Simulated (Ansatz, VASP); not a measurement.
**Two plane-wave programs on CdS**

File INCAR:

```
SYSTEM = CdS
ALGO = Normal
EDIFF = 1E-6
ENCUT = 520
ISIF = 2
ISMEAR = 0
LASPH = .True.
LCHARG = .True.
LELF = .True.
LREAL = .False.
LVHAR = .True.
LWAVE = .False.
NBANDS = 16
NELM = 100
PREC = Accurate
SIGMA = 0.15
```

The input KPOINTS:

```
k-points
0
Gamma
  16 16 16
  0 0 0
```

File POSCAR:

```
CdS
1.0
    0.0000000000      2.6706466800      2.7532440000
    2.6706466800      0.0000000000      2.7532440000
    2.6706466800      2.6706466800      0.0000000000
Cd S
1 1
Direct
    0.0000000000      0.0000000000      0.0000000000
    0.5000000000      0.5000000000      0.5000000000
```

Input for Ansatz:

```yaml
crystal:
  lattice:
    - [0.0, 2.67064668, 2.753244]
    - [2.67064668, 0.0, 2.753244]
    - [2.67064668, 2.67064668, 0.0]
  atoms:
    - { symbol: Cd, position: [0.0, 0.0, 0.0] }
    - { symbol: S, position: [0.5, 0.5, 0.5] }
basis:
  ecutwfc: 420
kpoints:
  mp_grid: { grid: [16, 16, 16] }
hamiltonian:
  xc: lda
scf:
  occupations: { method: gaussian, width: 0.15 }
output:
  forces: true
  stress: true
  eigenvalues: true
```

Change from the starting cell: strain -0.030 along x and y, +0.000 along z, atoms carried along.

Alike in both runs: task single point; functional LDA; k mesh 16 × 16 × 16; occupations gaussian, width 0.15 eV; no spin polarisation.

|  | VASP | Ansatz |
| --- | --- | --- |
| version | VASP 6.6.1 | Ansatz 0.2.0 |
| potentials or method | VASP PAW LDA potentials, release 64 (Cd, S), cutoff 520 eV | scalar-relativistic, plane waves, PAW |
| valence electrons in the cell | 18 | 26 |

Ansatz gave:

| Quantity | Value |
| --- | --- |
| gap on the k mesh at the Fermi level (eV) | none |
| pressure (GPa) | -2.6 |
| traceless stress, the component that is largest in VASP (GPa) | -1.54 |

Which values does VASP return?

gap on the k mesh at the Fermi level (eV): none; pressure (GPa): -1.9; traceless stress, the component that is largest in VASP (GPa): -1.66.

LDA's correlation is that of Perdew and Zunger in VASP and of Perdew and Wang (1992) in Ansatz. A gap of «none» marks a metal or a gap that the smearing closes. VASP's potentials hold 18 valence electrons a cell and Ansatz's 26, so a difference there can come from the potentials and not from the codes.
